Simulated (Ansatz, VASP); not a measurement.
Ir in VASP and in Ansatz

The input INCAR:

```
PREC = Accurate ; ENCUT = 600
EDIFF = 1E-7 ; ISMEAR = 0
SIGMA = 0.15 ; LREAL = False
LASPH = True ; NELM = 60
ALGO = Normal ; ISIF = 3
LWAVE = False ; LCHARG = False
GGA = B5 ; ALDAX = 1.0
AGGAX = 1.0 ; AGGAC = 1.0
ALDAC = 0.0 ; IVDW = 12
VDW_S6 = 1.0 ; VDW_S8 = 2.6996
VDW_A1 = 0.4298 ; VDW_A2 = 4.2359
IBRION = 2 ; NSW = 80
EDIFFG = -0.01
```

File KPOINTS:

```
regular mesh
0
Gamma
  10 10 5
```

The input POSCAR:

```
Ir
1.0
    2.7513778900      0.0000000000      0.0000000000
   -1.3756889500      2.3827631500      0.0000000000
    0.0000000000      0.0000000000      4.4622900000
Ir
2
Direct
    0.6666666720      0.3333333319      0.7500000000
    0.3333333337      0.6666666723      0.2500000000
```

Input for Ansatz:

```yaml
crystal:
  lattice:
    - [2.75137789, 0.0, 0.0]
    - [-1.37568895, 2.38276315, 0.0]
    - [0.0, 0.0, 4.46229]
  atoms:
    - { symbol: Ir, position: [0.6666666720247695, 0.33333333193439724, 0.75] }
    - { symbol: Ir, position: [0.3333333337081771, 0.6666666722624109, 0.25] }
basis:
  ecutwfc: 420.0
  xc_grid: 1
kpoints:
  mp_grid:
    grid: [10, 10, 5]
    shift: [0.0, 0.0, 0.0]
hamiltonian:
  xc: blyp
  dispersion: d3bj
scf:
  max_iter: 150
  n_extra_bands: 16
  self_checks: high
  convergence:
    dr2_threshold: 1.0e-08
  occupations:
    method: gaussian
    width: 0.15
  eigensolver:
    kind: auto
    mixed_precision: false
relax:
  cell: {}
```

Alike in both runs: task relaxation of cell and atoms; functional BLYP; dispersion D3(BJ); k mesh 10 × 10 × 5; occupations gaussian, width 0.15 eV; no spin polarisation.

|  | VASP | Ansatz |
| --- | --- | --- |
| version | VASP 6.6.1 | Ansatz 0.2.0 |
| potentials or method | VASP PAW PBE potentials, release 64 (Ir), cutoff 600 eV | plane waves, PAW |
| valence electrons in the cell | 18 | 34 |

Ansatz gave:

* gap on the k mesh at the Fermi level, each at its own relaxed structure (eV): none
* relaxed volume (Å³/atom): 14.46
* relaxed cell length with the largest relative difference (Å): 2.728

Task: Which values does VASP return?

Result: gap on the k mesh at the Fermi level, each at its own relaxed structure (eV): none; relaxed volume (Å³/atom): 14.58; relaxed cell length with the largest relative difference (Å): 2.736.

VASP's potentials were made for PBE, not for BLYP. A gap of «none» marks a metal or a gap that the smearing closes. VASP's potentials hold 18 valence electrons a cell and Ansatz's 34, so a difference there can come from the potentials and not from the codes. Ansatz's warnings: stress scf threshold loose.

Spin-orbit coupling is off throughout.
